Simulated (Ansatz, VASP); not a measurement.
# Ca: VASP beside Ansatz

```
Ca
1.0
     0.00000    2.79420    2.79420
     2.79420    0.00000    2.79420
     2.79420    2.79420    0.00000
Ca
1
Cartesian
  0.0000 0.0000 0.0000
```

Alike in both runs: task electric field gradients; functional PBEsol; k mesh 11 × 11 × 11; occupations fermi-dirac, width 0.05 eV; no spin polarisation.

|  | VASP | Ansatz |
| --- | --- | --- |
| version | VASP 6.6.1 | Ansatz 0.2.0 |
| potentials or method | VASP PAW PBE potentials, release 64 (Ca_sv) | PAW with Ansatz's default frozen-core files, scalar-relativistic |
| plane-wave cutoff (eV) | 520 | 420 |
| valence electrons in the cell | 10 | 10 |

```tsv
	VASP	Ansatz	Ansatz less VASP
pressure (GPa)	-1.2	-1.2	-0.01
```

VASP's potentials were made for PBE, not for PBEsol. The functional is the same, so the differences come from potentials, cutoffs and numerics.
